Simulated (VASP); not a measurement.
Input of a VASP 6.6.1 run:

File POSCAR:

```
Ag
1.0
   -1.4900886000      1.4900886000      1.6556540000
    1.4900886000     -1.4900886000      1.6556540000
    1.4900886000      1.4900886000     -1.6556540000
Ag
1
Direct
    0.0000000000      0.0000000000      0.0000000000
```

INCAR.step1

```
ALGO = Normal
EDIFF = 1E-4
ENCUT = 520
GGA = PE
ISMEAR = 0
LASPH = True
LCHARG = False
LREAL = False
LWAVE = True
NBANDS = 12
NELM = 80
PREC = Accurate
SIGMA = 0.15
```

Contents of INCAR.step2:

```
ALGO = Normal
EDIFF = 1E-6
ENCUT = 520
ISIF = 2
ISMEAR = 0
ISTART = 1
LASPH = True
LCHARG = True
LELF = True
LMIXTAU = True
LREAL = False
LVHAR = True
LWAVE = False
METAGGA = R2SCAN
NBANDS = 12
NELM = 80
PREC = Accurate
SIGMA = 0.15
```

Contents of KPOINTS:

```
k-points
0
Gamma
  20 20 20
```

Potentials or basis: VASP PAW PBE potentials, release 64 (Ag).

Run with:

```console
$ cat potpaw_PBE.64/Ag/POTCAR > POTCAR
$ cp INCAR.step1 INCAR
$ mpirun -np 1 vasp_std > vasp.out
$ cp INCAR.step2 INCAR
$ mpirun -np 1 vasp_std > vasp.out
```

(1) What does it give for the pressure?

(2) What does it give for the band gap on the k mesh?

Answers

(1) 28.0 GPa.

(2) zero (an odd number of electrons rules out a gap without spin polarisation).

Caveat: the cell differs from its parent crystal (strain -0.1000 x Voigt [1, 1, 0, 0, 0, 0]); the cell stands under pressure; the PAW data sets were made with another functional, which shifts forces and pressure a little.
